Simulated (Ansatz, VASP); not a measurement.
Ba: VASP beside Ansatz

```
Ba
1.0
    -2.52310    2.52310    2.52310
     2.52310   -2.52310    2.52310
     2.52310    2.52310   -2.52310
Ba
1
Direct
  0.00000 0.00000 0.00000
```

Alike in both runs: task single point; functional r2SCAN; k mesh 8 × 8 × 8; occupations fermi-dirac, width 0.05 eV; no spin polarisation.

|  | VASP | Ansatz |
| --- | --- | --- |
| version | VASP 6.6.1 | Ansatz 0.2.0 |
| potentials or method | VASP PAW PBE potentials, release 64 (Ba_sv) | Ansatz PAW |
| plane-wave cutoff (eV) | 520 | 500 |
| valence electrons in the cell | 10 | 10 |

|  | VASP | Ansatz | Ansatz less VASP |
| --- | --- | --- | --- |
| gap on the k mesh at the Fermi level (eV) | none | none | - |
| pressure (GPa) | 0.1 | 0.1 | -0.04 |

VASP's potentials were made for PBE, not for r2SCAN. A gap of «none» marks a metal or a gap that the smearing closes.

Spin-orbit coupling is off throughout.
